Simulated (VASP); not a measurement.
A run of VASP 6.6.1:

File POSCAR:

```
Ca2C
1.0
    0.0000000000      3.1285803947      3.1285803947
    3.1285803947      0.0000000000      3.1285803947
    3.1285803947      3.1285803947      0.0000000000
C Ca
1 2
Direct
    0.0000000000      0.0000000000      0.0000000000
    0.2500000000      0.2500000000      0.2500000000
    0.7500000000      0.7500000000      0.7500000000
```

File INCAR.step1:

```
PREC     = Accurate       # precision mode
ENCUT    = 520            # plane-wave cutoff, eV
ISMEAR   = 0              # smearing method
SIGMA    = 0.01           # smearing width, eV
LREAL    = F              # projectors in reciprocal space
LASPH    = T              # aspherical terms in the spheres
NELM     = 60             # most SCF steps
NBANDS   = 19             # bands
GGA      = PE             # functional
ALGO     = Normal         # electronic algorithm
EDIFF    = 1E-4           # SCF threshold, eV
LWAVE    = T              # write WAVECAR
LCHARG   = F              # write CHGCAR
```

File INCAR.step2:

```
PREC     = Accurate       # precision mode
ENCUT    = 520            # plane-wave cutoff, eV
EDIFF    = 1E-6           # SCF threshold, eV
ISMEAR   = 0              # smearing method
SIGMA    = 0.01           # smearing width, eV
LREAL    = F              # projectors in reciprocal space
LASPH    = T              # aspherical terms in the spheres
NELM     = 60             # most SCF steps
ALGO     = Normal         # electronic algorithm
ISIF     = 2              # what is computed and relaxed
LWAVE    = F              # write WAVECAR
LCHARG   = F              # write CHGCAR
METAGGA  = R2SCAN         # meta-GGA
LMIXTAU  = T            
NBANDS   = 19             # bands
ISTART   = 1
```

KPOINTS

```
regular mesh
0
Gamma
  6 6 6
```

Potentials or basis: VASP PAW PBE potentials, release 64 (C, Ca_sv).

Run with:

```sh
$ cat potpaw_PBE.64/C/POTCAR potpaw_PBE.64/Ca_sv/POTCAR > POTCAR
$ cp INCAR.step1 INCAR
$ mpirun -np 1 vasp_std > vasp.out
$ cp INCAR.step2 INCAR
$ mpirun -np 1 vasp_std > vasp.out
```

Hardware: 1 thread of AMD EPYC 7R13, with other jobs on the host.

Question: How long does it take, and how much memory?

Answer: Wall time 5.2 min on 1 thread of AMD EPYC 7R13 (shared host), peak memory 0.19 GiB. Counts: k points 16.
